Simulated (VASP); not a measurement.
# TePb in VASP: further runs

Runs on TePb. Level: PBE. Tasks: single point.

All numbers are computed with VASP 6.6.1; they aren't measurements. Logs are shortened: lines on timing, memory, paths and dates and some standing lists are left out, and cuts for length are marked.

### Step 1. The cell of the first run

It takes space group P4/mmm (No. 123, tetragonal). Conventional cell: a = 4.005 Å, b = 4.005 Å, c = 3.925 Å, α = 90.00°, β = 90.00°, γ = 90.00°. Within 4.5 Å of Pb (site symmetry 4/mmm) lie 8 Te at 3.45 Å and 6 Pb at 3.93 to 4.01 Å. Within 4.5 Å of Te (site symmetry 4/mmm) lie 8 Pb at 3.45 Å and 6 Te at 3.93 to 4.01 Å.

### Step 2. Single point, PBE

The input, INCAR:

```
ALGO = Normal
EDIFF = 1E-6
ENCUT = 520
GGA = PE
ISIF = 2
ISMEAR = 0
LASPH = T
LCHARG = F
LREAL = F
LWAVE = F
NBANDS = 17
NELM = 80
PREC = Accurate
SIGMA = 0.05
```

The input, KPOINTS:

```
k-points
0
Gamma
  8 8 8
```

The input, POSCAR:

```
TePb
1.0
    3.9252858699      0.0000000000      0.0000000000
    0.0000000000      4.0053937448      0.0000000000
    0.0000000000      0.0000000000      4.0053937448
Pb Te
1 1
Direct
    0.0000000000      0.0000000000      0.0000000000
    0.5000000000      0.5000000000      0.5000000000
```

Potentials or basis: VASP PAW PBE potentials, release 64 (Pb_d, Te).

Started as:

```console
cat potpaw_PBE.64/Pb_d/POTCAR potpaw_PBE.64/Te/POTCAR > POTCAR
mpirun -np 1 vasp_std > vasp.out
```

OUTCAR:

```text
EDIFF = 1E-6
   ENCUT = 520
   GGA = PE
   ISIF = 2
   ISMEAR = 0
   LASPH = T
   LREAL = F
   NELM = 80
   PREC = Accurate

 ion  position               nearest neighbor table
   1  0.000  0.000  0.000-   2 3.45   2 3.45   2 3.45   2 3.45   2 3.45   2 3.45   2 3.45   2 3.45

   2  0.500  0.500  0.500-   1 3.45   1 3.45   1 3.45   1 3.45   1 3.45   1 3.45   1 3.45   1 3.45

  LATTYP: Found a simple tetragonal cell.
 ALAT       =     4.0053937448
 C/A-ratio  =     0.9800000000

  Lattice vectors:

 A1 = (   0.0000000000,   4.0053937448,   0.0000000000)
 A2 = (   0.0000000000,   0.0000000000,   4.0053937448)
 A3 = (   3.9252858699,   0.0000000000,   0.0000000000)

Analysis of symmetry for initial positions (statically):
=====================================================================
 Subroutine PRICEL returns:
 Original cell was already a primitive cell.

 Routine SETGRP: Setting up the symmetry group for a
 simple tetragonal supercell.

 Subroutine GETGRP returns: Found 16 space group operations
 (whereof 16 operations were pure point group operations)
 out of a pool of 16 trial point group operations.

The static configuration has the point symmetry D_4h.

Analysis of symmetry for dynamics (positions and initial velocities):
=====================================================================
 Subroutine PRICEL returns:
 Original cell was already a primitive cell.

 Routine SETGRP: Setting up the symmetry group for a
 simple tetragonal supercell.

 Subroutine GETGRP returns: Found 16 space group operations
 (whereof 16 operations were pure point group operations)
 out of a pool of 16 trial point group operations.

The dynamic configuration has the point symmetry D_4h.

 Subroutine INISYM returns: Found 16 space group operations
 (whereof 16 operations are pure point group operations),
 and found     1 'primitive' translations

----------------------------------------------------------------------------------------

                                     Primitive cell

  volume of cell :      62.9741

  direct lattice vectors                    reciprocal lattice vectors
     3.925285870  0.000000000  0.000000000     0.254758515  0.000000000  0.000000000
     0.000000000  4.005393745  0.000000000     0.000000000  0.249663345  0.000000000
     0.000000000  0.000000000  4.005393745     0.000000000  0.000000000  0.249663345

  length of vectors
     3.925285870  4.005393745  4.005393745     0.254758515  0.249663345  0.249663345

  position of ions in fractional coordinates (direct lattice)
     0.000000000  0.000000000  0.000000000
     0.500000000  0.500000000  0.500000000

  ion indices of the primitive-cell ions
   primitive index   ion index
                 1           1
                 2           2

----------------------------------------------------------------------------------------

 KPOINTS: k-points

Automatic generation of k-mesh.
 Grid dimensions read from file:
 generate k-points for:    8    8    8

 Generating k-lattice:

  Cartesian coordinates                     Fractional coordinates (reciprocal lattice)
     0.031844814  0.000000000  0.000000000     0.125000000  0.000000000  0.000000000
     0.000000000  0.031207918  0.000000000     0.000000000  0.125000000  0.000000000
     0.000000000  0.000000000  0.031207918     0.000000000  0.000000000  0.125000000

  Length of vectors
     0.031844814  0.031207918  0.031207918

  Shift w.r.t. Gamma in fractional coordinates (k-lattice)
     0.000000000  0.000000000  0.000000000

 Subroutine IBZKPT returns following result:
 ===========================================

 Found     75 irreducible k-points:

 Following reciprocal coordinates:
            Coordinates               Weight
  0.000000  0.000000  0.000000      1.000000
  0.125000  0.000000  0.000000      2.000000
  0.250000  0.000000  0.000000      2.000000
  0.375000  0.000000  0.000000      2.000000
  0.500000  0.000000  0.000000      1.000000
  0.000000  0.125000  0.000000      4.000000
[... 16 lines left out ...]
  0.250000  0.500000  0.000000      4.000000
  0.375000  0.500000  0.000000      4.000000
 [... further k-points ...]
   k-points           NKPTS =     75   k-points in BZ     NKDIM =     75   number of bands    NBANDS=     17
   number of dos      NEDOS =    301   number of ions     NIONS =      2
   total plane-waves  NPLWV =  27000
   dimension x,y,z NGX =    30 NGY =   30 NGZ =   30
   dimension x,y,z NGXF=    60 NGYF=   60 NGZF=   60
   ions per type =               1   1
   NGX,Y,Z   is equivalent  to a cutoff of  12.71, 12.45, 12.45 a.u.
   NGXF,Y,Z  is equivalent  to a cutoff of  25.41, 24.90, 24.90 a.u.
 SYSTEM =  unknown system
   PREC   = accura    normal or accurate (medium, high low for compatibility)
   ISTART =      0    job   : 0-new  1-cont  2-samecut
   ICHARG =      2    charge: 1-file 2-atom 10-const
   ISPIN  =      1    spin polarized calculation?
   LNONCOLLINEAR =      F non collinear calculations
   LSORBIT =      F    spin-orbit coupling
   LASPH  =      T    aspherical Exc in radial PAW
   ENCUT  =  520.0 eV  38.22 Ry    6.18 a.u.   7.30  7.45  7.45*2*pi/ulx,y,z
   NELM   =     80;   NELMIN=  2; NELMDL= -5     # of ELM steps
   EDIFF  = 0.1E-05   stopping-criterion for ELM
   LREAL  =      F    real-space projection
   EDIFFG = 0.1E-04   stopping-criterion for IOM
   NSW    =      0    number of steps for IOM
   IBRION =     -1    ionic relax: 0-MD 1-quasi-New 2-CG
   NFREE  =      0    steps in history (QN), initial steepest desc. (CG)
   ISIF   =      2    stress and relaxation
   ISYM   =      2    0-nonsym 1-usesym 2-fastsym
   POTIM  = 0.5000    time-step for ionic-motion
   TEBEG  =    0.0;   TEEND  =   0.0 temperature during run
   PSTRESS=    0.0 pullay stress
   NELECT =      20.0000    total number of electrons
   NUPDOWN=      -1.0000    fix difference up-down
   EMIN   =  10.00;   EMAX   =-10.00  energy-range for DOS
   EFERMI =   0.00;   METHOD = LEGACY
   ISMEAR =     0;   SIGMA  =   0.05  broadening in eV -4-tet -1-fermi 0-gaus
   EFERMI_NEDOS =   21; number of points for ismear=-14 and -15
   IALGO  =     38    algorithm
   IMIX   =      4    mixing-type and parameters
     AMIX     =   0.40;   BMIX     =  1.00
     AMIX_MAG =   1.60;   BMIX_MAG =  1.00
  volume/ion in A,a.u.               =      31.49       212.48
  Fermi-wavevector in a.u.,A,eV,Ry     =   1.116943  2.110716 16.974100  1.247561
  Thomas-Fermi vector in A             =   2.253561
   LORBIT       =      0    0 simple, 1 ext, 2 COOP (PROOUT), +10 PAW based schemes
   GGA     = PE    functional components
   LHFCALC =     F    Hartree Fock is set to
   AEXX    =    0.0000 exact exchange contribution
   IVDW    =     0    specifies the selected vdW correction
   LEPSILON=     F    determine dielectric tensor
   LRPA    =     F    only Hartree local field effects (RPA)
 non-spin polarized calculation
 Gauss-broadening in eV      SIGMA  =   0.05
  energy-cutoff  :      520.00
  volume of cell :       62.97
 maximum number of plane-waves:      1719
 NGX is ok and might be reduce to    30
   NGX = 15   NGY = 15   NGZ = 15

 number of electron      20.0000003 magnetization

 Free energy of the ion-electron system (eV)
  ---------------------------------------------------
  ext. energy  EPLUGINS =         0.00000000
  ---------------------------------------------------
  free energy    TOTEN  =        -7.06208590 eV

  energy without entropy =       -7.05968884  energy(sigma->0) =       -7.06088737

 E-fermi :   6.5894     XC(G=0):  -9.7647

 val. band max:        6.5834482539   @ k =   0.5000   0.2500   0.0000
 cond. band min:       6.5926696829   @ k =   0.3750   0.3750   0.0000
 fundamental gap:      0.0092214290
 Fermi energy:         6.5894311843

 k-point     1 :       0.0000    0.0000    0.0000
  band No.  band energies     occupation
      1     -10.5763      2.00000
      2     -10.5687      2.00000
      3     -10.4866      2.00000
      4     -10.4830      2.00000
      5     -10.4830      2.00000
      6      -5.6832      2.00000
[... 9 lines left out ...]
     16      16.7705      0.00000
     17      17.4871      0.00000

 k-point     2 :       0.1250    0.0000    0.0000
  band No.  band energies     occupation
      1     -10.5681      2.00000
      2     -10.5641      2.00000
      3     -10.4876      2.00000
      4     -10.4876      2.00000
      5     -10.4862      2.00000
      6      -5.5516      2.00000
[... 9 lines left out ...]
     16      17.0024      0.00000
     17      17.0026      0.00000

 k-point     3 :       0.2500    0.0000    0.0000
  band No.  band energies     occupation
      1     -10.5665      2.00000
      2     -10.5345      2.00000
      3     -10.4985      2.00000
      4     -10.4985      2.00000
      5     -10.4854      2.00000
      6      -5.1713      2.00000
[... 9 lines left out ...]
     16      15.3715      0.00000
     17      16.9563      0.00000

 k-point     4 :       0.3750    0.0000    0.0000
  band No.  band energies     occupation
      1     -10.5650      2.00000
      2     -10.5094      2.00000
      3     -10.5094      2.00000
      4     -10.5050      2.00000
      5     -10.4846      2.00000
      6      -4.6169      2.00000
[... 9 lines left out ...]
     16      16.4445      0.00000
     17      17.5809      0.00000
[... 343 lines left out ...]
      1     -10.5615      2.00000
      2     -10.5160      2.00000
      3     -10.5115      2.00000
      4     -10.4978      2.00000
      5     -10.4852      2.00000
      6      -4.2184      2.00000
[... 9 lines left out ...]
     16      16.7894      0.00000
     17      17.2175      0.00000

 k-point    23 :       0.2500    0.5000    0.0000
  band No.  band energies     occupation
      1     -10.5433      2.00000
      2     -10.5350      2.00000
      3     -10.5093      2.00000
      4     -10.4947      2.00000
      5     -10.4834      2.00000
      6      -3.9570      2.00000
[... 9 lines left out ...]
     16      15.4020      0.00000
     17      15.9944      0.00000

 k-point    24 :       0.3750    0.5000    0.0000
  band No.  band energies     occupation
      1     -10.5536      2.00000
      2     -10.5320      2.00000
      3     -10.5070      2.00000
      4     -10.5043      2.00000
      5     -10.4621      2.00000
      6      -3.6504      2.00000
[... 9 lines left out ...]
     16      14.4798      0.00000
     17      14.7169      0.00000

 [... further k-points ...]
[... 5 lines left out ...]
  --------------------------------------------------------------------------------------
  -------------------------------------------------------------------------------------
  Total        0.3190023      0.2362345      0.2362345      0.0000000      0.0000000     -0.0000000
  in kB        8.1160117      6.0102448      6.0102448      0.0000000      0.0000000     -0.0000000
  external PRESSURE =       6.7121671 kB  Pullay stress =       0.0000000 kB

 VOLUME and BASIS-vectors are now :
 -----------------------------------------------------------------------------
  energy-cutoff  :      520.00
  volume of cell :       62.97
      direct lattice vectors                 reciprocal lattice vectors
     3.925285870  0.000000000  0.000000000     0.254758515  0.000000000  0.000000000
     0.000000000  4.005393745  0.000000000     0.000000000  0.249663345  0.000000000
     0.000000000  0.000000000  4.005393745     0.000000000  0.000000000  0.249663345

 POSITION                                       TOTAL-FORCE (eV/Angst)
 -----------------------------------------------------------------------------------
      0.00000      0.00000      0.00000         0.000000      0.000000      0.000000
      1.96264      2.00270      2.00270         0.000000      0.000000      0.000000
 -----------------------------------------------------------------------------------
    total drift:                                0.000000     -0.000000     -0.000000

  FREE ENERGIE OF THE ION-ELECTRON SYSTEM (eV)
  ---------------------------------------------------
  free  energy   TOTEN  =        -7.0620859032 eV

  energy  without entropy=       -7.0596888411  energy(sigma->0) =       -7.06088737
```

It took 27 s on 1 thread of Intel Xeon 6975P-C (Granite Rapids), shared host; peak memory 0.22 GiB.

Results:

| Item | Value |
| --- | --- |
| Free energy | -7.0621 eV |
| Pressure | 0.7 GPa |
| Band gap on the k mesh | zero (band 10 reaches 6.93 eV, above the bottom of band 11 at 5.43 eV) |

Caveat: spin-orbit coupling is left out, which moves the levels of the heavy elements.

### Step 3. Single point, PBE (atom 2 (Te) moved 0.08 Å along x)

The input, INCAR:

```
SYSTEM = TePb
ALGO     = Normal         ! electronic algorithm
EDIFF    = 1E-6           ! SCF threshold, eV
ENCUT    = 520            ! plane-wave cutoff, eV
GGA      = PE             ! functional
ISIF     = 2              ! what is computed and relaxed
ISMEAR   = 0              ! smearing method
LASPH    = .TRUE.         ! aspherical terms in the spheres
LCHARG   = .FALSE.        ! write CHGCAR
LREAL    = .FALSE.        ! projectors in reciprocal space
LWAVE    = .FALSE.        ! write WAVECAR
NBANDS   = 17             ! bands
NELM     = 80             ! most SCF steps
PREC     = Accurate       ! precision mode
SIGMA    = 0.05           ! smearing width, eV
```

The input, KPOINTS:

```
k-points
0
G
  8 8 8
  0 0 0
```

The input, POSCAR:

```
TePb
1.0
    4.0053937448      0.0000000000      0.0000000000
    0.0000000000      4.0053937448      0.0000000000
    0.0000000000      0.0000000000      4.0053937448
Pb Te
1 1
Direct
    0.0000000000      0.0000000000      0.0000000000
    0.5199730676      0.5000000000      0.5000000000
```

Potentials or basis: VASP PAW PBE potentials, release 64 (Pb_d, Te).

Started as:

```console
cat potpaw_PBE.64/Pb_d/POTCAR potpaw_PBE.64/Te/POTCAR > POTCAR
mpirun -np 1 vasp_std > vasp.out
```

Wall time 25 s (1 thread of Intel Xeon 6975P-C (Granite Rapids), shared host); peak memory 0.22 GiB.

The run converged. Its results:

- Free energy: -7.0673 eV
- Pressure: 0.0 GPa
- Largest force: 0.033 eV/Å
- Band gap on the k mesh: zero (band 10 reaches 6.59 eV, above the bottom of band 11 at 5.33 eV)

Forces on the atoms (eV/Å):
```
Pb  -0.033  0.000  0.000
Te   0.033  0.000  0.000
```

Levels at points of the mesh, in eV from the Fermi level:
| k point | band 6 | band 7 | band 8 | band 9 | band 10 | band 11 | band 12 | band 13 | band 14 | band 15 |
| --- | --- | --- | --- | --- | --- | --- | --- | --- | --- | --- |
| (0.00, 0.00, 0.00) | -12.16 | -6.80 | -1.58 | -1.58 | -1.56 | 3.92 | 4.00 | 5.21 | 5.21 | 5.30 |
| (0.50, 0.00, 0.00) | -10.83 | -9.05 | -0.80 | -0.18 | -0.18 | 0.18 | 2.32 | 2.32 | 5.33 | 6.80 |
| (0.00, 0.50, 0.00) | -10.82 | -9.07 | -0.79 | -0.20 | -0.16 | 0.22 | 2.30 | 2.31 | 5.33 | 6.78 |
| (0.50, 0.50, 0.00) | -10.09 | -7.95 | -4.38 | -4.37 | 0.21 | 3.47 | 3.67 | 3.68 | 6.01 | 6.84 |
| (0.00, 0.50, 0.50) | -10.09 | -7.94 | -4.39 | -4.39 | 0.22 | 3.48 | 3.69 | 3.69 | 6.00 | 6.84 |
| (0.50, 0.50, 0.50) | -9.72 | -7.20 | -2.50 | -2.50 | -2.47 | -1.05 | -1.02 | -1.02 | 13.49 | 13.49 |

Caveat: the cell differs from its parent crystal (atom 2 (Te) moved 0.08 Å along x); spin-orbit coupling is left out, which moves the levels of the heavy elements.
